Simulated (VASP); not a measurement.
Here is a VASP 6.6.1 calculation.

File INCAR:

```
SYSTEM = Yb
PREC = Accurate
ENCUT = 520
EDIFF = 1E-7
ISMEAR = -1
SIGMA = 0.03
LREAL = .False.
LASPH = .True.
NELM = 60
ALGO = Normal
ISIF = 2
LWAVE = .False.
LCHARG = .True.
GGA = PS
LELF = .True.
LVHAR = .True.
NBANDS = 31
```

Contents of KPOINTS:

```
regular mesh
0
Gamma
  11 11 6
  0 0 0
```

The input POSCAR:

```
Yb
1.0
    3.8798991495      0.0000000000      0.0000000000
   -1.9399495748      3.3600912276      0.0000000000
    0.0000000000      0.0000000000      6.3859000000
Yb
2
Direct
    0.3333333333      0.6666666667      0.2500000000
    0.6666666667      0.3333333333      0.7500000000
```

Potentials or basis: VASP PAW PBE potentials, release 64 (Yb).

Command:

```bash
$ cat potpaw_PBE.64/Yb/POTCAR > POTCAR
$ mpirun -np 1 vasp_std > vasp.out
```

**Question.** Predict the pressure.

**Answer.** -3.4 GPa.

**Question.** What does it give for the band gap on the k mesh?

**Answer.** Zero (bands 24 and 25 overlap by 0.12 eV).

Caveat: the cell stands under tension; the PAW data sets were made with another functional, which shifts forces and pressure a little; spin-orbit coupling is left out, which moves the levels of the heavy elements. Spin polarisation is off, so any magnetic state and its effect on volume and gap are missing.
